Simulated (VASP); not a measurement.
Input of a VASP 6.6.1 run:

File INCAR:

```
SYSTEM = PbSe
PREC = Accurate ; ENCUT = 520
EDIFF = 1E-7 ; ISMEAR = 0
SIGMA = 0.03 ; LREAL = .FALSE.
LASPH = .TRUE. ; NELM = 80
ALGO = Normal ; ISIF = 2
LWAVE = .FALSE. ; LCHARG = .FALSE.
GGA = PE ; IVDW = 12
NBANDS = 17
```

The input KPOINTS:

```
regular mesh
0
G
  10 10 10
  0 0 0
```

The input POSCAR:

```
PbSe
1.0
   -0.0843449018      3.1514322392      3.0670873374
    3.1514322392     -0.0843449018      3.0670873374
    3.0670873374      3.0670873374      0.0000000000
Pb Se
1 1
Direct
    0.0000000000      0.0000000000      0.0000000000
    0.5000000000      0.5000000000      0.5000000000
```

Potentials or basis: VASP PAW PBE potentials, release 64 (Pb_d, Se).

The run is started by

```console
$ cat potpaw_PBE.64/Pb_d/POTCAR potpaw_PBE.64/Se/POTCAR > POTCAR
$ mpirun -np 1 vasp_std > vasp.out
```

Q: Predict the pressure.

A: -2.3 GPa.

Q: Predict the band gap on the k mesh.

A: 0.23 eV (least direct gap 0.39 eV).

Q: What does it give for the dispersion energy per atom?

A: -0.347 eV.

Stress tensor (GPa, compression positive):
```
-3.20  0.90  0.00
 0.90 -3.20  0.00
 0.00  0.00 -0.50
```

Caveat: spin-orbit coupling is left out, which moves the levels of the heavy elements. A k mesh can miss the band edges.
